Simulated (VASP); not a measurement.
# Cd (P6_3/mmc) in VASP: a series of runs

Aim: see how the results for Cd move with the level of theory and the settings. Levels: PBEsol, RPBE. Tasks: relaxation of cell and atoms.

Everything below comes from runs of VASP 6.6.1. Logs are shortened: lines on timing, memory, paths and dates and some standing lists are left out, and cuts for length are marked.

## Step 1: The cell of the first run

It takes space group P6_3/mmc (No. 194, hexagonal). The conventional cell has a = 2.979 Å, b = 2.979 Å, c = 5.618 Å, α = 90.00°, β = 90.00°, γ = 120.00°. Within 3.9 Å of Cd (site symmetry -6m2) lie 12 Cd at 2.98 to 3.29 Å.

## Step 2: Relaxation of cell and atoms, PBEsol

Input file INCAR:

```
SYSTEM = Cd
PREC     = Accurate       ! precision mode
ENCUT    = 600            ! plane-wave cutoff, eV
EDIFF    = 1E-7           ! SCF threshold, eV
ISMEAR   = -1             ! smearing method
SIGMA    = 0.08           ! smearing width, eV
LREAL    = .FALSE.        ! projectors in reciprocal space
LASPH    = .TRUE.         ! aspherical terms in the spheres
NELM     = 60             ! most SCF steps
ALGO     = Normal         ! electronic algorithm
ISIF     = 3              ! what is computed and relaxed
LWAVE    = .FALSE.        ! write WAVECAR
LCHARG   = .FALSE.        ! write CHGCAR
GGA      = PS             ! functional
IBRION   = 2              ! ionic algorithm
NSW      = 100            ! ionic steps
EDIFFG   = -0.002         ! ionic threshold
```

Input file KPOINTS:

```
Automatic mesh
0
G
  14 14 8
  0 0 0
```

Input file POSCAR:

```
Cd
1.0
    2.9788700000      0.0000000000      0.0000000000
   -1.4894350000      2.5797770946      0.0000000000
    0.0000000000      0.0000000000      5.6176500000
Cd
2
Direct
    0.3333333333      0.6666666667      0.2500000000
    0.6666666667      0.3333333333      0.7500000000
```

Potentials or basis: VASP PAW PBE potentials, release 64 (Cd).

Launch:

```console
> cat potpaw_PBE.64/Cd/POTCAR > POTCAR
> mpirun -np 1 vasp_std > vasp.out
```

OUTCAR:

```text
SYSTEM = Cd
   PREC = Accurate
   ENCUT = 600
   EDIFF = 1E-7
   ISMEAR = -1
   LREAL = .FALSE.
   LASPH = .TRUE.
   NELM = 60
   ISIF = 3
   GGA = PS
   IBRION = 2
   NSW = 100
   EDIFFG = -0.002

 ion  position               nearest neighbor table
   1  0.333  0.667  0.250-   2 3.29   2 3.29   2 3.29   2 3.29   2 3.29   2 3.29
   2  0.667  0.333  0.750-   1 3.29   1 3.29   1 3.29   1 3.29   1 3.29   1 3.29

  LATTYP: Found a hexagonal cell.
 ALAT       =     2.9788700000
 C/A-ratio  =     1.8858325472

  Lattice vectors:

 A1 = (   2.9788700000,   0.0000000000,   0.0000000000)
 A2 = (  -1.4894350000,   2.5797770946,   0.0000000000)
 A3 = (   0.0000000000,   0.0000000000,   5.6176500000)

Analysis of symmetry for initial positions (statically):
=====================================================================
 Subroutine PRICEL returns:
 Original cell was already a primitive cell.

 Routine SETGRP: Setting up the symmetry group for a
 hexagonal supercell.

 Subroutine GETGRP returns: Found 24 space group operations
 (whereof 12 operations were pure point group operations)
 out of a pool of 24 trial point group operations.

The static configuration has the point symmetry D_3d.
 The point group associated with its full space group is D_6h.

Analysis of symmetry for dynamics (positions and initial velocities):
=====================================================================
 Subroutine PRICEL returns:
 Original cell was already a primitive cell.

 Routine SETGRP: Setting up the symmetry group for a
 hexagonal supercell.

 Subroutine GETGRP returns: Found 24 space group operations
 (whereof 12 operations were pure point group operations)
 out of a pool of 24 trial point group operations.

The dynamic configuration has the point symmetry D_3d.
 The point group associated with its full space group is D_6h.

 Subroutine INISYM returns: Found 24 space group operations
 (whereof 12 operations are pure point group operations),
 and found     1 'primitive' translations

----------------------------------------------------------------------------------------

                                     Primitive cell

  volume of cell :      43.1706

  direct lattice vectors                    reciprocal lattice vectors
     2.978870000  0.000000000  0.000000000     0.335697765  0.193815195  0.000000000
[... 91 lines left out ...]
   NFREE  =      1    steps in history (QN), initial steepest desc. (CG)
   ISIF   =      3    stress and relaxation
   ISYM   =      2    0-nonsym 1-usesym 2-fastsym
   POTIM  = 0.5000    time-step for ionic-motion
   TEBEG  =    0.0;   TEEND  =   0.0 temperature during run
   PSTRESS=    0.0 pullay stress
   NELECT =      24.0000    total number of electrons
   NUPDOWN=      -1.0000    fix difference up-down
   EMIN   =  10.00;   EMAX   =-10.00  energy-range for DOS
   EFERMI =   0.00;   METHOD = LEGACY
   ISMEAR =    -1;   SIGMA  =   0.08  broadening in eV -4-tet -1-fermi 0-gaus
   EFERMI_NEDOS =   21; number of points for ismear=-14 and -15
   IALGO  =     38    algorithm
   IMIX   =      4    mixing-type and parameters
     AMIX     =   0.40;   BMIX     =  1.00
     AMIX_MAG =   1.60;   BMIX_MAG =  1.00
  volume/ion in A,a.u.               =      21.59       145.66
  Fermi-wavevector in a.u.,A,eV,Ry     =   1.346116  2.543790 24.654136  1.812028
  Thomas-Fermi vector in A             =   2.473974
   LORBIT       =      0    0 simple, 1 ext, 2 COOP (PROOUT), +10 PAW based schemes
   GGA     = PS    functional components
   LHFCALC =     F    Hartree Fock is set to
   AEXX    =    0.0000 exact exchange contribution
   IVDW    =     0    specifies the selected vdW correction
   LEPSILON=     F    determine dielectric tensor
   LRPA    =     F    only Hartree local field effects (RPA)
 conjugate gradient relaxation of ions
 non-spin polarized calculation
  energy-cutoff  :      600.00
  volume of cell :       43.17
 maximum number of plane-waves:      1455
 NGX is ok and might be reduce to    24
   NGX = 11   NGY = 11   NGZ = 23

--------------------------------------- Ionic step        1  -------------------------------------------

 number of electron      24.0000000 magnetization

 Free energy of the ion-electron system (eV)
  ---------------------------------------------------
  ext. energy  EPLUGINS =         0.00000000
  ---------------------------------------------------
  free energy    TOTEN  =        -2.39208519 eV

  energy without entropy =       -2.37827937  energy(sigma->0) =       -2.38518228

------------------------ aborting loop because EDIFF is reached ----------------------------------------

  FORCE on cell =-STRESS in cart. coord.  units (eV):
  Direction    XX          YY          ZZ          XY          YZ          ZX
  --------------------------------------------------------------------------------------
  -------------------------------------------------------------------------------------
  Total       -0.2257689     -0.2257689     -0.5215658      0.0000000      0.0000000      0.0000000
  in kB       -8.3788876     -8.3788876    -19.3566990      0.0000000      0.0000000      0.0000000
  external PRESSURE =     -12.0381580 kB  Pullay stress =       0.0000000 kB
[... 275 lines left out ...]
--------------------------------------- Ionic step        9  -------------------------------------------

 number of electron      23.9999995 magnetization

 Free energy of the ion-electron system (eV)
  ---------------------------------------------------
  ext. energy  EPLUGINS =         0.00000000
  ---------------------------------------------------
  free energy    TOTEN  =        -2.40410062 eV

  energy without entropy =       -2.39403689  energy(sigma->0) =       -2.39906876

 E-fermi :   3.0489     XC(G=0): -11.4008

 val. band max:        3.0383584808   @ k =   0.3571   0.1429   0.0000
 cond. band min:       3.1065841297   @ k =   0.2143  -0.0000   0.1250
 fundamental gap:      0.0682256490
 Fermi energy:         3.0488755651

 k-point     1 :       0.0000    0.0000    0.0000
  band No.  band energies     occupation
      1      -6.8748      2.00000
      2      -6.4950      2.00000
      3      -6.2067      2.00000
      4      -6.2067      2.00000
      5      -6.1342      2.00000
      6      -6.1342      2.00000
[... 433 lines left out ...]
      3      -6.2455      2.00000
      4      -6.1634      2.00000
      5      -6.1209      2.00000
      6      -6.0282      2.00000
[... 8 lines left out ...]
     15       7.8237      0.00000
     16       7.8928      0.00000

 [... further k-points ...]
[... 5 lines left out ...]
  --------------------------------------------------------------------------------------
  -------------------------------------------------------------------------------------
  Total       -0.0006359     -0.0006359      0.0027985      0.0000000      0.0000000      0.0000000
  in kB       -0.0244069     -0.0244069      0.1074088      0.0000000      0.0000000      0.0000000
  external PRESSURE =       0.0195317 kB  Pullay stress =       0.0000000 kB
[... 17 lines left out ...]
  FREE ENERGIE OF THE ION-ELECTRON SYSTEM (eV)
  ---------------------------------------------------
  free  energy   TOTEN  =        -2.4041006233 eV

  energy  without entropy=       -2.3940368920  energy(sigma->0) =       -2.39906876

 reached required accuracy - stopping structural energy minimisation
```

CONTCAR:

```text
Cd
   1.00000000000000
     2.9989963977973577   -0.0000000000000001    0.0000000000000000
    -1.4994981988986789    2.5972070663797457   -0.0000000000000000
     0.0000000000000000    0.0000000000000000    5.3593168994371592
  Cd
     2
Direct
     0.3333333332999970    0.6666666667000030    0.2500000000000000
     0.6666666667000030    0.3333333332999970    0.7500000000000000

  0.00000000E+00  0.00000000E+00  0.00000000E+00
  0.00000000E+00  0.00000000E+00  0.00000000E+00
```

It took 3.6 min on 1 thread of Intel Xeon Platinum 8488C (Sapphire Rapids), shared host; peak memory 0.23 GiB.

What came out:

```
Free energy                           : -2.4041 eV
Relaxed volume                        : 20.87 Å³/atom
Relaxed cell                          : a = 2.999 Å, b = 2.999 Å, c = 5.359 Å, α = 90.00°, β = 90.00°, γ = 120.00°
Space group after relaxing (to 0.1 Å) : P6_3/mmc (No. 194)
Energy gained by relaxing             : 6.0 meV/atom
Ionic steps                           : 9
Pressure after relaxing               : 0.0 GPa
Band gap on the k mesh                : zero (bands 12 and 13 overlap by 3.70 eV)
```

Step by step:
```
step  energy change (eV)  largest force (eV/Å)  pressure (GPa)  volume (Å³)
   1              0.0000                0.0000           -1.20        43.17
   2             -0.0055                0.0000            0.03        42.16
   3             -0.0057                0.0000            0.34        41.94
   4             -0.0089                0.0000            0.31        41.81
   5             -0.0112                0.0000            0.32        41.65
   6             -0.0105                0.0000            0.53        41.31
   7             -0.0117                0.0000            0.37        41.50
   8             -0.0118                0.0000           -0.28        41.94
   9             -0.0120                0.0000            0.00        41.74
```

Final structure:
```yaml
crystal:
  lattice:
    - [2.99900, 0.00000, 0.00000]
    - [-1.49950, 2.59721, 0.00000]
    - [0.00000, 0.00000, 5.35932]
  atoms:
    - { symbol: Cd, position: [0.33333, 0.66667, 0.25000] }
    - { symbol: Cd, position: [0.66667, 0.33333, 0.75000] }
```

Levels at points of the mesh, in eV from the Fermi level:
```tsv
k point	band 10	band 11	band 12	band 13	band 14	band 15
(0.00, 0.00, 0.00)	-8.44	-8.44	-3.03	-2.42	12.21	14.09
(0.50, 0.00, 0.00)	-8.20	-2.64	-2.14	2.31	3.05	3.56
(0.00, 0.00, 0.50)	-8.59	-7.52	-7.52	4.69	4.69	14.43
(0.50, 0.00, 0.50)	-8.22	-1.75	-1.75	-0.04	-0.04	8.83
```

Caveat: the PAW data sets were made with another functional, which shifts forces and pressure a little.

## Step 3: Relaxation of cell and atoms, RPBE

Input file INCAR:

```
SYSTEM = Cd
PREC = Accurate
ENCUT = 600
EDIFF = 1E-7
ISMEAR = 1
SIGMA = 0.001
LREAL = .FALSE.
LASPH = .TRUE.
NELM = 80
ALGO = Normal
ISIF = 3
LWAVE = .FALSE.
LCHARG = .FALSE.
GGA = RP
IBRION = 2
NSW = 100
EDIFFG = -0.002
```

Input file KPOINTS:

```
regular mesh
0
G
  14 14 8
  0 0 0
```

POSCAR is that of step 2.

Potentials or basis: VASP PAW PBE potentials, release 64 (Cd).

Launch:

```console
> cat potpaw_PBE.64/Cd/POTCAR > POTCAR
> mpirun -np 1 vasp_std > vasp.out
```

Wall time 3.7 min (1 thread of Intel Xeon Platinum 8488C (Sapphire Rapids), shared host); peak memory 0.23 GiB.

It converged, with:

```
Free energy                           : -0.7060 eV
Relaxed volume                        : 24.31 Å³/atom
Relaxed cell                          : a = 3.123 Å, b = 3.123 Å, c = 5.757 Å, α = 90.00°, β = 90.00°, γ = 120.00°
Space group after relaxing (to 0.1 Å) : P6_3/mmc (No. 194)
Energy gained by relaxing             : 46.1 meV/atom
Ionic steps                           : 15
Pressure after relaxing               : 0.0 GPa
Band gap on the k mesh                : zero (bands 12 and 13 overlap by 3.49 eV)
```

The path:
```
step  energy change (eV)  largest force (eV/Å)  pressure (GPa)  volume (Å³)
   1              0.0000                0.0000            5.92        43.17
   2             -0.0920                0.0000            0.20        48.34
   3             -0.0921                0.0000           -0.04        48.65
   4             -0.0921                0.0000            0.05        48.54
   5             -0.0921                0.0000            0.03        48.55
   6             -0.0921                0.0000            0.04        48.56
   7             -0.0921                0.0000            0.03        48.57
   8             -0.0921                0.0000            0.01        48.60
   9             -0.0921                0.0000            0.01        48.61
  10             -0.0921                0.0000            0.00        48.62
  11             -0.0921                0.0000            0.00        48.62
  12             -0.0921                0.0000            0.00        48.61
  13             -0.0921                0.0000            0.00        48.61
  14             -0.0921                0.0000            0.01        48.61
  15             -0.0921                0.0000            0.00        48.62
```

Final structure:
```cif
data_structure
_symmetry_space_group_name_H-M 'P 1'
_symmetry_Int_Tables_number 1
_cell_length_a 3.1229
_cell_length_b 3.1229
_cell_length_c 5.7571
_cell_angle_alpha 90.000
_cell_angle_beta 90.000
_cell_angle_gamma 120.000
_cell_volume 48.62
loop_
_atom_site_label
_atom_site_type_symbol
_atom_site_fract_x
_atom_site_fract_y
_atom_site_fract_z
_atom_site_occupancy
Cd1 Cd 0.33333 0.66667 0.25000 1
Cd2 Cd 0.66667 0.33333 0.75000 1
```

Levels at points of the mesh, in eV from the Fermi level:
| k point | band 10 | band 11 | band 12 | band 13 | band 14 | band 15 |
| --- | --- | --- | --- | --- | --- | --- |
| (0.00, 0.00, 0.00) | -8.41 | -8.05 | -2.81 | -2.43 | 10.46 | 13.33 |
| (0.50, 0.00, 0.00) | -8.20 | -2.06 | -1.88 | 1.94 | 2.71 | 2.97 |
| (0.00, 0.00, 0.50) | -8.50 | -6.68 | -6.68 | 3.77 | 3.77 | 14.02 |
| (0.50, 0.00, 0.50) | -8.21 | -1.23 | -1.23 | -0.21 | -0.21 | 7.80 |

Caveat: the PAW data sets were made with another functional, which shifts forces and pressure a little. Zero-point motion and thermal expansion aren't in these numbers.

The gap in the log of VASP goes by the Fermi energy; the results here count the filled bands.